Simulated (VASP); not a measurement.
## LiBr: single point with PBE-based screened hybrid with 20 % exact exchange

Crystal: LiBr.

```
CELL_PARAMETERS angstrom
0.00000 2.73955 2.73955
2.73955 0.00000 2.73955
2.73955 2.73955 0.00000
ATOMIC_POSITIONS crystal
Li 0.00000 0.00000 0.00000
Br 0.50000 0.50000 0.50000
```

```
Program                            : VASP 6.6.1
Task                               : single point
Functional                         : PBE-based screened hybrid with 20 % exact exchange
Potentials or basis                : VASP PAW PBE potentials, release 64 (Li_sv, Br)
Cutoff                             : 650 eV
k mesh                             : 4 × 4 × 4
Occupations                        : gaussian, width 0.01 eV
Spin                               : no spin polarisation
Dipole correction                  : no
Grid for exact exchange (PRECFOCK) : Normal
Share of exact exchange            : 0.2
Further INCAR settings             : ALGO = Normal; EDIFF = 1e-06; NBANDS = 12
Screening parameter                : 0.1 1/Å
```

```json
{
  "Pressure": "-0.1 GPa",
  "Band gap on the k mesh": "6.25 eV"
}
```

Levels at points of the mesh, in eV from the valence-band top:
| k point | band 2 | band 3 | band 4 | band 5 | band 6 | band 7 | band 8 | band 9 |
| --- | --- | --- | --- | --- | --- | --- | --- | --- |
| (0.00, 0.00, 0.00) | -14.42 | 0.00 | 0.00 | 0.00 | 6.25 | 11.86 | 11.86 | 11.86 |
| (0.50, 0.00, 0.00) | -13.88 | -3.14 | -0.29 | -0.29 | 6.86 | 9.44 | 9.44 | 13.43 |
| (0.50, 0.50, 0.00) | -13.67 | -3.13 | -1.24 | -1.24 | 7.53 | 8.29 | 13.24 | 14.06 |

Wall time 5.3 min on 1 thread of Intel Xeon 8259CL, on a shared host, peak memory 0.29 GiB.

Caveat: the k points lie up to 0.50 Å⁻¹ apart; the PAW data sets were made with another functional, which shifts forces and pressure a little.
